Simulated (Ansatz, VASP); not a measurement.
# InP: VASP beside Ansatz

File INCAR:

```
ALGO     = Normal         # electronic algorithm
EDIFF    = 1E-6           # SCF threshold, eV
ENCUT    = 500            # plane-wave cutoff, eV
GGA      = CA             # functional
GGA_COMPAT= F            
ISIF     = 2              # what is computed and relaxed
ISMEAR   = 0              # smearing method
LASPH    = T              # aspherical terms in the spheres
LCHARG   = F              # write CHGCAR
LREAL    = F              # projectors in reciprocal space
LWAVE    = F              # write WAVECAR
NBANDS   = 16             # bands
NELM     = 120            # most SCF steps
PREC     = Accurate       # precision mode
SIGMA    = 0.05           # smearing width, eV
```

Contents of KPOINTS:

```
k-points
0
Gamma
  8 8 8
```

Contents of POSCAR:

```
InP
1.0
    0.0000000000      2.7428230946      2.7428230946
    2.7428230946      0.0000000000      2.7428230946
    2.7428230946      2.7428230946      0.0000000000
In P
1 1
Direct
    0.0000000000      0.0000000000      0.0000000000
    0.5000000000      0.5000000000      0.5000000000
```

Input for Ansatz:

```yaml
crystal:
  lattice:
    - [0.0, 2.7428230946, 2.7428230946]
    - [2.7428230946, 0.0, 2.7428230946]
    - [2.7428230946, 2.7428230946, 0.0]
  atoms:
    - { symbol: In, position: [0.0, 0.0, 0.0] }
    - { symbol: P, position: [0.5, 0.5, 0.5] }
basis:
  ecutwfc: 420
  ecutrho_ratio: 4
kpoints:
  mp_grid: { grid: [8, 8, 8] }
hamiltonian:
  xc: lda
scf:
  occupations: { method: gaussian, width: 0.05 }
output:
  forces: true
  stress: true
  eigenvalues: true
```

Alike in both runs: task single point; functional LDA; k mesh 8 × 8 × 8; occupations gaussian, width 0.05 eV; no spin polarisation.

|  | VASP | Ansatz |
| --- | --- | --- |
| version | VASP 6.6.1 | Ansatz 0.2.0 |
| potentials or method | VASP PAW LDA potentials, release 64 (In_d, P), cutoff 500 eV | scalar-relativistic, plane waves, PAW |
| valence electrons in the cell | 18 | 18 |

|  | VASP | Ansatz | Ansatz less VASP |
| --- | --- | --- | --- |
| gap on the k mesh at the Fermi level (eV) | none | none | - |
| pressure (GPa) | -3.1 | -3.2 | -0.06 |

LDA's correlation is that of Perdew and Zunger in VASP and of Perdew and Wang (1992) in Ansatz. A gap of «none» marks a metal or a gap that the smearing closes.
